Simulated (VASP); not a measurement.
Here is a VASP 6.6.1 calculation.

Contents of INCAR:

```
PREC     = Accurate       # precision mode
ENCUT    = 520            # plane-wave cutoff, eV
EDIFF    = 1E-8           # SCF threshold, eV
ISMEAR   = 0              # smearing method
SIGMA    = 0.01           # smearing width, eV
LREAL    = F              # projectors in reciprocal space
LASPH    = T              # aspherical terms in the spheres
NELM     = 80             # most SCF steps
ALGO     = Normal         # electronic algorithm
ISIF     = 2              # what is computed and relaxed
LWAVE    = F              # write WAVECAR
LCHARG   = F              # write CHGCAR
GGA      = PS             # functional
NBANDS   = 14             # bands
IBRION   = 8              # ionic algorithm
NSW      = 1              # ionic steps
LEPSILON = T              # dielectric tensor by DFPT
```

File KPOINTS:

```
Automatic mesh
0
Gamma
  6 6 6
```

POSCAR

```
NaCl
1.0
    3.4469462623      0.0000000000      0.0000000000
    0.0000000000      3.4469462623      0.0000000000
    0.0000000000      0.0000000000      3.4469462623
Na Cl
1 1
Direct
    0.0000000000      0.0000000000      0.0000000000
    0.5000000000      0.5000000000      0.5000000000
```

Potentials or basis: VASP PAW PBE potentials, release 64 (Na_pv, Cl).

Command:

```console
$ cat potpaw_PBE.64/Na_pv/POTCAR potpaw_PBE.64/Cl/POTCAR > POTCAR
$ mpirun -np 1 vasp_std > vasp.out
```

Q: Predict the electronic dielectric tensor (diagonal).

A: 2.81.

Q: What does it give for the Born charges (mean of the diagonal)?

A: Na +1.18; Cl -1.18 e.

Q: What does it give for the highest phonon frequency at Γ, LO-TO splitting left out?

A: 100 cm⁻¹.

Electronic dielectric tensor:
```
2.81 0.00 0.00
0.00 2.81 0.00
0.00 0.00 2.81
```
